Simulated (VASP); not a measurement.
# BP (F-43m) in VASP: a series of runs, part 2 of 2

VASP 6.6.1. The steps go on from the part before.

## 3. Single point, r2SCAN

This run uses another cell than the first one: it holds 8 atoms, not 2.

The input, POSCAR:

```
BP
1.0
    4.5380000000      0.0000000000      0.0000000000
    0.0000000000     -4.5380000000      0.0000000000
    0.0000000000      0.0000000000     -4.5380000000
B P
4 4
Direct
    0.0000000000      0.5000000000      0.5000000000
    0.5000000000      0.0000000000      0.5000000000
    0.5000000000      0.5000000000      0.0000000000
    0.0000000000      0.0000000000      0.0000000000
    0.7500000000      0.7500000000      0.7500000000
    0.2500000000      0.2500000000      0.7500000000
    0.2500000000      0.7500000000      0.2500000000
    0.7500000000      0.2500000000      0.2500000000
```

The input, INCAR.step1:

```
SYSTEM = BP
ALGO = Normal ; EDIFF = 1E-4
ENCUT = 520 ; GGA = PE
ISMEAR = 0 ; LASPH = .TRUE.
LCHARG = .FALSE. ; LREAL = .FALSE.
LWAVE = .TRUE. ; NBANDS = 26
NELM = 100 ; PREC = Accurate
SIGMA = 0.05
```

The input, INCAR.step2:

```
SYSTEM = BP
ALGO = Normal ; EDIFF = 1E-7
ENCUT = 520 ; ISIF = 2
ISMEAR = 0 ; ISTART = 1
LASPH = .TRUE. ; LCHARG = .FALSE.
LMIXTAU = .TRUE. ; LREAL = .FALSE.
LWAVE = .FALSE. ; METAGGA = R2SCAN
NBANDS = 26 ; NELM = 100
PREC = Accurate ; SIGMA = 0.05
```

The input, KPOINTS:

```
k-points
0
G
  6 6 6
  0 0 0
```

Potentials or basis: VASP PAW PBE potentials, release 64 (B, P).

The run is started by

```sh
$ cat potpaw_PBE.64/B/POTCAR potpaw_PBE.64/P/POTCAR > POTCAR
$ cp INCAR.step1 INCAR
$ mpirun -np 1 vasp_std > vasp.out
$ cp INCAR.step2 INCAR
$ mpirun -np 1 vasp_std > vasp.out
```

OUTCAR:

```text
SYSTEM = BP
   EDIFF = 1E-7
   ENCUT = 520
   ISIF = 2
   ISMEAR = 0
   ISTART = 1
   LASPH = .TRUE.
   LREAL = .FALSE.
   METAGGA = R2SCAN
   NELM = 100
   PREC = Accurate

 ion  position               nearest neighbor table
   1  0.000  0.500  0.500-   5 1.97   6 1.97   7 1.97   8 1.97
   2  0.500  0.000  0.500-   5 1.97   6 1.97   7 1.97   8 1.97
   3  0.500  0.500  0.000-   5 1.97   6 1.97   7 1.97   8 1.97
   4  0.000  0.000  0.000-   5 1.97   6 1.97   7 1.97   8 1.97
   5  0.750  0.750  0.750-   1 1.97   2 1.97   3 1.97   4 1.97
   6  0.250  0.250  0.750-   1 1.97   2 1.97   3 1.97   4 1.97
   7  0.250  0.750  0.250-   1 1.97   2 1.97   3 1.97   4 1.97
   8  0.750  0.250  0.250-   1 1.97   2 1.97   3 1.97   4 1.97

  LATTYP: Found a simple cubic cell.
 ALAT       =     4.5380000000

  Lattice vectors:

 A1 = (   4.5380000000,   0.0000000000,   0.0000000000)
 A2 = (   0.0000000000,  -4.5380000000,   0.0000000000)
 A3 = (   0.0000000000,   0.0000000000,  -4.5380000000)

Analysis of symmetry for initial positions (statically):
=====================================================================
 Subroutine PRICEL returns following result:

  LATTYP: Found a face centered cubic cell.
 ALAT       =     4.5380000000

  Lattice vectors:

 A1 = (   2.2690000000,   2.2690000000,   0.0000000000)
 A2 = (   2.2690000000,   0.0000000000,  -2.2690000000)
 A3 = (   0.0000000000,   2.2690000000,  -2.2690000000)

   4 primitive cells build up your supercell.

 Routine SETGRP: Setting up the symmetry group for a
 simple cubic supercell.

 Subroutine GETGRP returns: Found 24 space group operations
 (whereof 24 operations were pure point group operations)
 out of a pool of 48 trial point group operations.

The static configuration has the point symmetry T_d .

Analysis of symmetry for dynamics (positions and initial velocities):
[... 139 lines left out ...]
  Thomas-Fermi vector in A             =   2.282009
   LORBIT       =      0    0 simple, 1 ext, 2 COOP (PROOUT), +10 PAW based schemes
   METAGGA = R2SCAN    functional components
   LHFCALC =     F    Hartree Fock is set to
   AEXX    =    0.0000 exact exchange contribution
   IVDW    =     0    specifies the selected vdW correction
   LEPSILON=     F    determine dielectric tensor
   LRPA    =     F    only Hartree local field effects (RPA)
 non-spin polarized calculation
 Gauss-broadening in eV      SIGMA  =   0.05
  energy-cutoff  :      520.00
  volume of cell :       93.45
 maximum number of plane-waves:      2536
 NGX is ok and might be reduce to    36

 number of electron      31.9999993 magnetization

 Free energy of the ion-electron system (eV)
  ---------------------------------------------------
  ext. energy  EPLUGINS =         0.00000000
  ---------------------------------------------------
  free energy    TOTEN  =       -69.24578661 eV

  energy without entropy =      -69.24578661  energy(sigma->0) =      -69.24578661

 E-fermi :   7.6110     XC(G=0): -11.5009

 val. band max:        7.3888689647   @ k =   0.0000   0.0000   0.0000
 cond. band min:       8.8316022401   @ k =   0.1667   0.0000   0.0000
 fundamental gap:      1.4427332754
 Fermi energy:         7.6110031694

 k-point     1 :       0.0000    0.0000    0.0000
  band No.  band energies     occupation
      1      -8.8705      2.00000
      2      -3.7103      2.00000
      3      -3.7103      2.00000
      4      -3.7103      2.00000
      5      -1.7384      2.00000
      6      -1.7384      2.00000
[... 569 lines left out ...]
     25      12.4191      0.00000
     26      12.4191      0.00000

------------------------ aborting loop because EDIFF is reached ----------------------------------------

  FORCE on cell =-STRESS in cart. coord.  units (eV):
  Direction    XX          YY          ZZ          XY          YZ          ZX
  --------------------------------------------------------------------------------------
  -------------------------------------------------------------------------------------
  Total       -0.3918407     -0.3918407     -0.3918407      0.0000000     -0.0000000     -0.0000000
  in kB       -6.7177942     -6.7177942     -6.7177942      0.0000000     -0.0000000     -0.0000000
  external PRESSURE =      -6.7177942 kB  Pullay stress =       0.0000000 kB

 VOLUME and BASIS-vectors are now :
 -----------------------------------------------------------------------------
  energy-cutoff  :      520.00
  volume of cell :       93.45
      direct lattice vectors                 reciprocal lattice vectors
     4.538000000  0.000000000  0.000000000     0.220361393  0.000000000  0.000000000
     0.000000000 -4.538000000  0.000000000     0.000000000 -0.220361393  0.000000000
     0.000000000  0.000000000 -4.538000000     0.000000000  0.000000000 -0.220361393

 POSITION                                       TOTAL-FORCE (eV/Angst)
 -----------------------------------------------------------------------------------
      0.00000     -2.26900     -2.26900         0.000000      0.000000      0.000000
      2.26900      0.00000     -2.26900        -0.000000     -0.000000     -0.000000
      2.26900     -2.26900      0.00000         0.000000      0.000000     -0.000000
      0.00000      0.00000      0.00000        -0.000000      0.000000      0.000000
      3.40350     -3.40350     -3.40350        -0.000000      0.000000     -0.000000
      1.13450     -1.13450     -3.40350         0.000000     -0.000000      0.000000
      1.13450     -3.40350     -1.13450        -0.000000     -0.000000     -0.000000
      3.40350     -1.13450     -1.13450         0.000000     -0.000000      0.000000
 -----------------------------------------------------------------------------------
    total drift:                               -0.000000      0.000000     -0.000000

  FREE ENERGIE OF THE ION-ELECTRON SYSTEM (eV)
  ---------------------------------------------------
  free  energy   TOTEN  =       -69.2457866109 eV

  energy  without entropy=      -69.2457866109  energy(sigma->0) =      -69.24578661
```

OUTCAR.step1:

```text
SYSTEM = BP
   EDIFF = 1E-4
   ENCUT = 520
   GGA = PE
   ISMEAR = 0
   LASPH = .TRUE.
   LREAL = .FALSE.
   NELM = 100
[... 824 lines left out ...]
      1.13450     -1.13450     -3.40350        -0.000000     -0.000000     -0.000000
      1.13450     -3.40350     -1.13450         0.000000     -0.000000      0.000000
      3.40350     -1.13450     -1.13450        -0.000000      0.000000     -0.000000
 -----------------------------------------------------------------------------------
    total drift:                                0.000000      0.000000     -0.000000

  FREE ENERGIE OF THE ION-ELECTRON SYSTEM (eV)
  ---------------------------------------------------
  free  energy   TOTEN  =       -51.7227422835 eV

  energy  without entropy=      -51.7227422835  energy(sigma->0) =      -51.72274228
```

Wall time 99 s (1 thread of Intel Xeon Platinum 8488C (Sapphire Rapids), shared host); peak memory 0.22 GiB.

Results:

```yaml
Free_energy: -69.2458 eV
Pressure: -0.7 GPa
Band_gap_on_the_k_mesh: 1.44 eV
```

Levels at points of the mesh, in eV from the valence-band top:
```csv
k point,band 13,band 14,band 15,band 16,band 17,band 18,band 19,band 20
"(0.00, 0.00, 0.00)",-4.34,0.00,0.00,0.00,1.54,1.54,1.54,1.91
"(0.50, 0.00, 0.00)",-2.89,-2.89,-2.89,-2.89,2.04,2.04,5.34,5.34
"(0.50, 0.50, 0.00)",-2.05,-2.05,-2.05,-2.05,4.20,4.20,4.20,4.20
"(0.50, 0.50, 0.50)",-1.86,-1.86,-1.86,-1.86,4.14,4.14,4.14,4.14
```

Caveat: the PAW data sets were made with another functional, which shifts forces and pressure a little. r2SCAN opens gaps a little over a GGA but as a rule still falls short of measured ones.
